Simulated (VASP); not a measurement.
# CsCl (Pm-3m) in VASP: further runs, part 3 of 3

VASP 6.6.1.

### Step 5. Relaxation of cell and atoms, PBEsol, target pressure 1 GPa, at which the enthalpy is minimised

This run uses another cell than the first one, of 33.59 Å³/atom.

File INCAR:

```
SYSTEM = CsCl
ALGO = Normal
EDIFF = 1E-7
EDIFFG = -0.002
ENCUT = 500
GGA = PS
GGA_COMPAT = .FALSE.
IBRION = 2
ISIF = 3
ISMEAR = 0
LASPH = .TRUE.
LCHARG = .FALSE.
LREAL = .FALSE.
LWAVE = .FALSE.
NELM = 120
NELMIN = 4
NSW = 100
PREC = Accurate
PSTRESS = 10.0
SIGMA = 0.01
```

File KPOINTS:

```
k-points
0
G
  6 6 6
  0 0 0
```

File POSCAR:

```
CsCl
1.0
    4.0653445471      0.0000000000      0.0000000000
    0.0000000000      4.0653445471      0.0000000000
    0.0000000000      0.0000000000      4.0653445471
Cs Cl
1 1
Direct
    0.0000000000      0.0000000000      0.0000000000
    0.5000000000      0.5000000000      0.5000000000
```

Potentials or basis: VASP PAW PBE potentials, release 64 (Cs_sv, Cl).

Command:

```bash
$ cat potpaw_PBE.64/Cs_sv/POTCAR potpaw_PBE.64/Cl/POTCAR > POTCAR
$ mpirun -np 1 vasp_std > vasp.out
```

OUTCAR:

```text
SYSTEM = CsCl
   EDIFF = 1E-7
   EDIFFG = -0.002
   ENCUT = 500
   GGA = PS
   IBRION = 2
   ISIF = 3
   ISMEAR = 0
   LASPH = .TRUE.
   LREAL = .FALSE.
   NELM = 120
   NELMIN = 4
   NSW = 100
   PREC = Accurate
   PSTRESS = 10.0

 ion  position               nearest neighbor table
   1  0.000  0.000  0.000-
   2  0.500  0.500  0.500-

  LATTYP: Found a simple cubic cell.
 ALAT       =     4.0653445471

  Lattice vectors:

 A1 = (   4.0653445471,   0.0000000000,   0.0000000000)
 A2 = (   0.0000000000,   4.0653445471,   0.0000000000)
 A3 = (   0.0000000000,   0.0000000000,   4.0653445471)

Analysis of symmetry for initial positions (statically):
=====================================================================
 Subroutine PRICEL returns:
 Original cell was already a primitive cell.

 Routine SETGRP: Setting up the symmetry group for a
 simple cubic supercell.

 Subroutine GETGRP returns: Found 48 space group operations
 (whereof 48 operations were pure point group operations)
 out of a pool of 48 trial point group operations.

The static configuration has the point symmetry O_h .

Analysis of symmetry for dynamics (positions and initial velocities):
=====================================================================
 Subroutine PRICEL returns:
 Original cell was already a primitive cell.

 Routine SETGRP: Setting up the symmetry group for a
 simple cubic supercell.

 Subroutine GETGRP returns: Found 48 space group operations
 (whereof 48 operations were pure point group operations)
 out of a pool of 48 trial point group operations.

The dynamic configuration has the point symmetry O_h .

 Subroutine INISYM returns: Found 48 space group operations
 (whereof 48 operations are pure point group operations),
 and found     1 'primitive' translations

----------------------------------------------------------------------------------------

                                     Primitive cell

  volume of cell :      67.1881

  direct lattice vectors                    reciprocal lattice vectors
     4.065344547  0.000000000  0.000000000     0.245981611  0.000000000  0.000000000
     0.000000000  4.065344547  0.000000000     0.000000000  0.245981611  0.000000000
     0.000000000  0.000000000  4.065344547     0.000000000  0.000000000  0.245981611

  length of vectors
     4.065344547  4.065344547  4.065344547     0.245981611  0.245981611  0.245981611

  position of ions in fractional coordinates (direct lattice)
     0.000000000  0.000000000  0.000000000
     0.500000000  0.500000000  0.500000000

  ion indices of the primitive-cell ions
   primitive index   ion index
                 1           1
                 2           2

----------------------------------------------------------------------------------------

 KPOINTS: k-points

Automatic generation of k-mesh.
 Grid dimensions read from file:
 generate k-points for:    6    6    6

 Generating k-lattice:

  Cartesian coordinates                     Fractional coordinates (reciprocal lattice)
     0.040996935  0.000000000  0.000000000     0.166666667  0.000000000  0.000000000
     0.000000000  0.040996935  0.000000000     0.000000000  0.166666667  0.000000000
     0.000000000  0.000000000  0.040996935     0.000000000  0.000000000  0.166666667

  Length of vectors
     0.040996935  0.040996935  0.040996935

  Shift w.r.t. Gamma in fractional coordinates (k-lattice)
     0.000000000  0.000000000  0.000000000

 Subroutine IBZKPT returns following result:
 ===========================================

 Found     20 irreducible k-points:

 Following reciprocal coordinates:
            Coordinates               Weight
  0.000000  0.000000  0.000000      1.000000
  0.166667  0.000000  0.000000      6.000000
  0.333333  0.000000  0.000000      6.000000
  0.500000  0.000000  0.000000      3.000000
  0.166667  0.166667  0.000000     12.000000
  0.333333  0.166667  0.000000     24.000000
[... 12 lines left out ...]
  0.500000  0.500000  0.333333      6.000000
  0.500000  0.500000  0.500000      1.000000
   k-points           NKPTS =     20   k-points in BZ     NKDIM =     20   number of bands    NBANDS=     12
   number of dos      NEDOS =    301   number of ions     NIONS =      2
   total plane-waves  NPLWV =  27000
   dimension x,y,z NGX =    30 NGY =   30 NGZ =   30
   dimension x,y,z NGXF=    60 NGYF=   60 NGZF=   60
   ions per type =               1   1
   NGX,Y,Z   is equivalent  to a cutoff of  12.27, 12.27, 12.27 a.u.
   NGXF,Y,Z  is equivalent  to a cutoff of  24.54, 24.54, 24.54 a.u.
 SYSTEM =  CsCl
   PREC   = accura    normal or accurate (medium, high low for compatibility)
   ISTART =      0    job   : 0-new  1-cont  2-samecut
   ICHARG =      2    charge: 1-file 2-atom 10-const
   ISPIN  =      1    spin polarized calculation?
   LNONCOLLINEAR =      F non collinear calculations
   LSORBIT =      F    spin-orbit coupling
   LASPH  =      T    aspherical Exc in radial PAW
   ENCUT  =  500.0 eV  36.75 Ry    6.06 a.u.   7.41  7.41  7.41*2*pi/ulx,y,z
   NELM   =    120;   NELMIN=  4; NELMDL= -5     # of ELM steps
   EDIFF  = 0.1E-06   stopping-criterion for ELM
   LREAL  =      F    real-space projection
   EDIFFG = -.2E-02   stopping-criterion for IOM
   NSW    =    100    number of steps for IOM
   IBRION =      2    ionic relax: 0-MD 1-quasi-New 2-CG
   NFREE  =      1    steps in history (QN), initial steepest desc. (CG)
   ISIF   =      3    stress and relaxation
   ISYM   =      2    0-nonsym 1-usesym 2-fastsym
   POTIM  = 0.5000    time-step for ionic-motion
   TEBEG  =    0.0;   TEEND  =   0.0 temperature during run
   PSTRESS=   10.0 pullay stress
   NELECT =      16.0000    total number of electrons
   NUPDOWN=      -1.0000    fix difference up-down
   EMIN   =  10.00;   EMAX   =-10.00  energy-range for DOS
   EFERMI =   0.00;   METHOD = LEGACY
   ISMEAR =     0;   SIGMA  =   0.01  broadening in eV -4-tet -1-fermi 0-gaus
   EFERMI_NEDOS =   21; number of points for ismear=-14 and -15
   IALGO  =     38    algorithm
   IMIX   =      4    mixing-type and parameters
     AMIX     =   0.40;   BMIX     =  1.00
     AMIX_MAG =   1.60;   BMIX_MAG =  1.00
  volume/ion in A,a.u.               =      33.59       226.70
  Fermi-wavevector in a.u.,A,eV,Ry     =   1.014731  1.917563 14.009625  1.029678
  Thomas-Fermi vector in A             =   2.147975
   LORBIT       =      0    0 simple, 1 ext, 2 COOP (PROOUT), +10 PAW based schemes
   GGA     = PS    functional components
   LHFCALC =     F    Hartree Fock is set to
   AEXX    =    0.0000 exact exchange contribution
   IVDW    =     0    specifies the selected vdW correction
   LEPSILON=     F    determine dielectric tensor
   LRPA    =     F    only Hartree local field effects (RPA)
 conjugate gradient relaxation of ions
 non-spin polarized calculation
 Gauss-broadening in eV      SIGMA  =   0.01
  energy-cutoff  :      500.00
  volume of cell :       67.19
 maximum number of plane-waves:      1743
 NGX is ok and might be reduce to    30
   NGX = 15   NGY = 15   NGZ = 15

--------------------------------------- Ionic step        1  -------------------------------------------

 number of electron      16.0000008 magnetization

 Free energy of the ion-electron system (eV)
  ---------------------------------------------------
  ext. energy  EPLUGINS =         0.00000000
  ---------------------------------------------------
  free energy    TOTEN  =        -6.84492835 eV

  energy without entropy =       -6.84492835  energy(sigma->0) =       -6.84492835

 E-fermi :  -0.1201     XC(G=0):  -8.6740

 val. band max:       -0.1819956632   @ k =   0.0000   0.0000   0.0000
 cond. band min:       5.0294478983   @ k =   0.0000   0.0000   0.0000
 fundamental gap:      5.2114435615
 Fermi energy:        -0.1201230271

 k-point     1 :       0.0000    0.0000    0.0000
  band No.  band energies     occupation
      1     -19.5053      2.00000
      2     -12.3990      2.00000
      3      -5.9443      2.00000
      4      -5.9443      2.00000
      5      -5.9443      2.00000
      6      -0.1820      2.00000
      7      -0.1820      2.00000
      8      -0.1820      2.00000
      9       5.0294      0.00000
     10       5.0294      0.00000
     11       5.0562      0.00000
     12       9.9634      0.00000
[... 356 lines left out ...]
  enthalpy is  TOTEN    =        -6.4328760378 eV   P V=        0.4078391509

--------------------------------------- Ionic step        3  -------------------------------------------

 number of electron      16.0000000 magnetization

 Free energy of the ion-electron system (eV)
  ---------------------------------------------------
  ext. energy  EPLUGINS =         0.00000000
  ---------------------------------------------------
  free energy    TOTEN  =        -6.83594110 eV

  energy without entropy =       -6.83594110  energy(sigma->0) =       -6.83594110

 E-fermi :   0.1072     XC(G=0):  -8.8759

 val. band max:        0.0650429650   @ k =   0.0000   0.0000   0.0000
 cond. band min:       5.2116986405   @ k =   0.0000   0.0000   0.0000
 fundamental gap:      5.1466556755
 Fermi energy:         0.1071595385

 k-point     1 :       0.0000    0.0000    0.0000
  band No.  band energies     occupation
      1     -19.2250      2.00000
      2     -12.2198      2.00000
      3      -5.6304      2.00000
      4      -5.6304      2.00000
      5      -5.6304      2.00000
      6       0.0650      2.00000
      7       0.0650      2.00000
      8       0.0650      2.00000
      9       5.2117      0.00000
     10       5.2117      0.00000
     11       5.5054      0.00000
     12      10.3498      0.00000
[... 312 lines left out ...]
  FREE ENERGIE OF THE ION-ELECTRON SYSTEM (eV)
  ---------------------------------------------------
  free  energy   TOTEN  =        -6.8359410996 eV

  energy  without entropy=       -6.8359410996  energy(sigma->0) =       -6.83594110

  enthalpy is  TOTEN    =        -6.4338944384 eV   P V=        0.4020466612

 reached required accuracy - stopping structural energy minimisation
```

CONTCAR:

```text
CsCl
   1.00000000000000
     4.0086273085546127    0.0000000000000000    0.0000000000000000
    -0.0000000000000000    4.0086273085546127    0.0000000000000000
     0.0000000000000000   -0.0000000000000000    4.0086273085546127
  Cs              Cl
     1     1
Direct
     0.0000000000000000    0.0000000000000000    0.0000000000000000
     0.5000000000000000    0.5000000000000000    0.5000000000000000

  0.00000000E+00  0.00000000E+00  0.00000000E+00
  0.00000000E+00  0.00000000E+00  0.00000000E+00
```

Run time: 14 s. Hardware: 1 thread of AMD EPYC 9R45 (Zen 5), shared host; peak memory 0.14 GiB.

Results:

* Free energy: -6.8359 eV
* Relaxed volume: 32.21 Å³/atom
* Relaxed cell: a = 4.009 Å, b = 4.009 Å, c = 4.009 Å, α = 90.00°, β = 90.00°, γ = 90.00°
* Space group after relaxing (to 0.1 Å): Pm-3m (No. 221)
* Energy change on relaxing (the run minimises the enthalpy): +4.5 meV/atom
* Ionic steps: 3
* Pressure after relaxing: 1.0 GPa
* Band gap on the k mesh: 5.15 eV

The path:
```csv
step,energy change (eV),largest force (eV/Å),pressure (GPa),volume (Å³)
1,0.0000,0.0000,0.09,67.19
2,0.0042,0.0000,0.66,65.34
3,0.0090,0.0000,0.99,64.42
```

Final structure:
```cif
data_structure
_symmetry_space_group_name_H-M 'P 1'
_symmetry_Int_Tables_number 1
_cell_length_a 4.0086
_cell_length_b 4.0086
_cell_length_c 4.0086
_cell_angle_alpha 90.000
_cell_angle_beta 90.000
_cell_angle_gamma 90.000
_cell_volume 64.42
loop_
_atom_site_label
_atom_site_type_symbol
_atom_site_fract_x
_atom_site_fract_y
_atom_site_fract_z
_atom_site_occupancy
Cs1 Cs 0.00000 0.00000 0.00000 1
Cl1 Cl 0.50000 0.50000 0.50000 1
```

Levels at points of the mesh, in eV from the valence-band top:
```tsv
k point	band 6	band 7	band 8	band 9	band 10	band 11
(0.00, 0.00, 0.00)	0.00	0.00	0.00	5.15	5.15	5.44
(0.50, 0.00, 0.00)	-1.41	-0.34	-0.34	6.31	7.90	9.06
(0.50, 0.50, 0.00)	-0.45	-0.45	-0.12	5.86	5.93	7.97
(0.50, 0.50, 0.50)	-1.38	-1.38	-1.38	8.79	8.79	8.79
```

Caveat: the cell is relaxed towards a set pressure, so the run minimises the enthalpy, not the energy; the PAW data sets were made with another functional, which shifts forces and pressure a little; spin-orbit coupling is left out, which moves the levels of the heavy elements.

### Step 6. Relaxation of cell and atoms, PBEsol, target pressure 2 GPa, at which the enthalpy is minimised

This run uses another cell than the first one, of 33.59 Å³/atom.

File INCAR:

```
PREC     = Accurate       # precision mode
ENCUT    = 500            # plane-wave cutoff, eV
EDIFF    = 1E-7           # SCF threshold, eV
ISMEAR   = 0              # smearing method
SIGMA    = 0.01           # smearing width, eV
LREAL    = False          # projectors in reciprocal space
LASPH    = True           # aspherical terms in the spheres
NELM     = 120            # most SCF steps
ALGO     = Normal         # electronic algorithm
ISIF     = 3              # what is computed and relaxed
LWAVE    = False          # write WAVECAR
LCHARG   = False          # write CHGCAR
GGA      = PS             # functional
IBRION   = 2              # ionic algorithm
NSW      = 100            # ionic steps
EDIFFG   = -0.002         # ionic threshold
PSTRESS  = 20.0         
GGA_COMPAT= False        
NELMIN   = 4
```

File KPOINTS:

```
Automatic mesh
0
Gamma
  6 6 6
```

POSCAR is that of step 5.

Potentials or basis: VASP PAW PBE potentials, release 64 (Cs_sv, Cl).

Command:

```bash
$ cat potpaw_PBE.64/Cs_sv/POTCAR potpaw_PBE.64/Cl/POTCAR > POTCAR
$ mpirun -np 1 vasp_std > vasp.out
```

It took 20 s on 1 thread of AMD EPYC 9R45 (Zen 5), shared host; peak memory 0.14 GiB.

It converged, with:

- Free energy: -6.8135 eV
- Relaxed volume: 30.99 Å³/atom
- Relaxed cell: a = 3.957 Å, b = 3.957 Å, c = 3.957 Å, α = 90.00°, β = 90.00°, γ = 90.00°
- Space group after relaxing (to 0.1 Å): Pm-3m (No. 221)
- Energy change on relaxing (the run minimises the enthalpy): +15.7 meV/atom
- Ionic steps: 5
- Pressure after relaxing: 2.0 GPa
- Band gap on the k mesh: 5.08 eV

The path:
| step | energy change (eV) | largest force (eV/Å) | pressure (GPa) | volume (Å³) |
| --- | --- | --- | --- | --- |
| 1 | 0.0000 | 0.0000 | 0.09 | 67.19 |
| 2 | 0.0168 | 0.0000 | 1.40 | 63.36 |
| 3 | 0.0307 | 0.0000 | 1.97 | 62.04 |
| 4 | 0.0319 | 0.0000 | 2.02 | 61.94 |
| 5 | 0.0314 | 0.0000 | 2.00 | 61.98 |

Final structure:
```xyz
2
Lattice="3.9575 0.0000 0.0000 0.0000 3.9575 0.0000 0.0000 0.0000 3.9575" Properties=species:S:1:pos:R:3 pbc="T T T"
Cs    0.0000    0.0000    3.9575
Cl    1.9787    1.9787    1.9787
```

Levels at points of the mesh, in eV from the valence-band top:
| k point | band 4 | band 5 | band 6 | band 7 | band 8 | band 9 | band 10 | band 11 | band 12 |
| --- | --- | --- | --- | --- | --- | --- | --- | --- | --- |
| (0.00, 0.00, 0.00) | -5.64 | -5.64 | 0.00 | 0.00 | 0.00 | 5.08 | 5.08 | 5.64 | 10.41 |
| (0.50, 0.00, 0.00) | -5.41 | -5.41 | -1.50 | -0.39 | -0.39 | 6.30 | 8.09 | 9.02 | 9.53 |
| (0.50, 0.50, 0.00) | -6.74 | -5.28 | -0.45 | -0.45 | -0.15 | 5.88 | 5.94 | 7.99 | 7.99 |
| (0.50, 0.50, 0.50) | -6.35 | -6.35 | -1.50 | -1.50 | -1.50 | 8.96 | 8.96 | 8.96 | 11.09 |

Caveat: the cell is relaxed towards a set pressure, so the run minimises the enthalpy, not the energy; the PAW data sets were made with another functional, which shifts forces and pressure a little; spin-orbit coupling is left out, which moves the levels of the heavy elements.

### Step 7. The runs side by side

```tsv
task	cell	gap on the mesh (eV)	pressure (GPa)
single point	a = 3.874 Å, 2 atoms	4.93	4.1
single point	a = 3.953 Å, 2 atoms	5.07	2.1
single point	a = 4.001 Å, 2 atoms	5.14	1.1
relaxation of cell and atoms	relaxed to 1 GPa from a = 4.065 Å, 2 atoms	5.15	1.0
relaxation of cell and atoms	relaxed to 2 GPa from a = 4.065 Å, 2 atoms	5.08	2.0
```

Alike in all rows: level PBEsol; potentials or basis VASP PAW PBE potentials, release 64 (Cs_sv, Cl); no spin polarisation; k mesh 6 × 6 × 6; cutoff (eV) 500; smearing gaussian 0.01 eV.

Caveats: the PAW data sets were made with another functional, which shifts forces and pressure a little; spin-orbit coupling is left out, which moves the levels of the heavy elements; the cell is relaxed towards a set pressure, so the run minimises the enthalpy, not the energy (at least some runs); the cell stands under pressure (at least some runs).

Absolute energies hang on the potentials; compare differences alone.
